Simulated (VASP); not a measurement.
HfSc:

```
Hf Sc
1.0
     3.24012    0.00000    0.00000
    -1.62006    2.80603    0.00000
     0.00000    0.00000    5.10413
Hf Sc
1 1
Direct
  0.66667 0.33333 0.50000
  0.33333 0.66667 0.00000
```

* Program: VASP 6.6.1
* Task: relaxation of cell and atoms
* Functional: PBEsol
* Potentials or basis: VASP PAW PBE potentials, release 64 (Hf_pv, Sc_sv)
* Cutoff: 600 eV
* k mesh: 7 × 7 × 4
* Occupations: fermi-dirac, width 0.15 eV
* Spin: no spin polarisation

At the start: pressure -3.2 GPa; volume 23.20 Å³/atom.

How do energy, volume and symmetry change on relaxing?

Over 3 steps the energy falls by 9.6 meV/atom and the volume is 22.28 Å³/atom (-4.0 %); space group P-6m2 (No. 187, to 0.05 Å).

The path:
```csv
step,energy change (eV),largest force (eV/Å),pressure (GPa),volume (Å³)
1,0.0000,0.0000,-3.20,46.41
2,-0.0105,0.0000,2.39,43.36
3,-0.0192,0.0000,0.00,44.55
```

Final structure:
```
CELL_PARAMETERS angstrom
3.19467 0.00000 0.00000
-1.59734 2.76667 0.00000
0.00000 0.00000 5.04064
ATOMIC_POSITIONS crystal
Hf 0.66667 0.33333 0.50000
Sc 0.33333 0.66667 0.00000
```

Caveat: the PAW data sets were made with another functional, which shifts forces and pressure a little.
